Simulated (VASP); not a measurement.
Wanted: the native input for a VASP 6.6.1 run.

| Item | Value |
| --- | --- |
| Task | single point |
| Functional | PBE |
| Dispersion | D3(BJ) |
| Potentials or basis | VASP PAW PBE potentials, release 64 (Se) |
| Cutoff | 520 eV |
| k mesh | 12 × 12 × 8 |
| Occupations | gaussian, width 0.02 eV |
| Spin | no spin polarisation |
| Dipole correction | no |
| Further INCAR settings | ALGO = Normal; EDIFF = 1e-06; NBANDS = 16 |

The structure of Se lies in POSCAR:

```
Se
1.0
    4.0663880063      0.0000000000      0.0000000000
   -2.0331940031      3.5215953151      0.0000000000
    0.0000000000      0.0000000000      5.1281022173
Se
3
Direct
    0.2474440730      0.0000000000      0.1666666667
    0.0000000000      0.2474440730      0.8333333333
    0.7525559270      0.7525559270      0.5000000000
```

One way to write it, as run:

INCAR

```
SYSTEM = Se
ALGO     = Normal         ! electronic algorithm
EDIFF    = 1E-6           ! SCF threshold, eV
ENCUT    = 520            ! plane-wave cutoff, eV
GGA      = PE             ! functional
ISIF     = 2              ! what is computed and relaxed
ISMEAR   = 0              ! smearing method
IVDW     = 12             ! dispersion correction
LASPH    = .True.         ! aspherical terms in the spheres
LCHARG   = .False.        ! write CHGCAR
LREAL    = .False.        ! projectors in reciprocal space
LWAVE    = .False.        ! write WAVECAR
NBANDS   = 16             ! bands
NELM     = 100            ! most SCF steps
PREC     = Accurate       ! precision mode
SIGMA    = 0.02           ! smearing width, eV
```

KPOINTS

```
k-points
0
Gamma
  12 12 8
  0 0 0
```

Potentials or basis: VASP PAW PBE potentials, release 64 (Se).

The run is started by

```console
$ cat potpaw_PBE.64/Se/POTCAR > POTCAR
$ mpirun -np 1 vasp_std > vasp.out
```

Results of the run:

```
Pressure                   : 0.1 GPa
Largest force              : 0.020 eV/Å
Band gap on the k mesh     : 0.51 eV, indirect (least direct gap 0.53 eV)
Dispersion energy per atom : -0.356 eV
```

Wall time 58 s on 1 thread of AMD EPYC 9R45 96-Core Processor (Zen 5), with other jobs on the host, peak memory 0.24 GiB.
